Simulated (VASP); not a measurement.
Runs of VASP 6.6.1 on AlFe. The structure is cubic, space group Pm-3m (No. 221). Conventional cell: a = 2.910 Å, b = 2.910 Å, c = 2.910 Å, α = 90.00°, β = 90.00°, γ = 90.00°. Within 3.3 Å of Al (site symmetry m-3m) lie 8 Fe at 2.52 Å and 6 Al at 2.91 Å. Within 3.3 Å of Fe (site symmetry m-3m) lie 8 Al at 2.52 Å and 6 Fe at 2.91 Å. 

```csv
spin,fixed moment (μB),pressure (GPa),moment (μB)
"collinear, ferromagnetic start",4.2,40.1,4.20
"collinear, ferrimagnetic start",1.7,2.0,1.70
"collinear, ferrimagnetic start",2.5,(a),2.50
"collinear, ferromagnetic start",3.4,(b),3.40
"collinear, zero start",0.0,-6.7,0.00
```

Alike in all rows: task single point; level PBE; potentials or basis VASP PAW PBE potentials, release 64 (Al, Fe); cell as given; k mesh 9 × 9 × 9; cutoff (eV) 520; smearing fermi-dirac 0.1 eV.

Q: Fill in the values left out.

A: (a) 10.6; (b) 23.9.

Caveats: the total moment is fixed, so each spin has its own Fermi level.
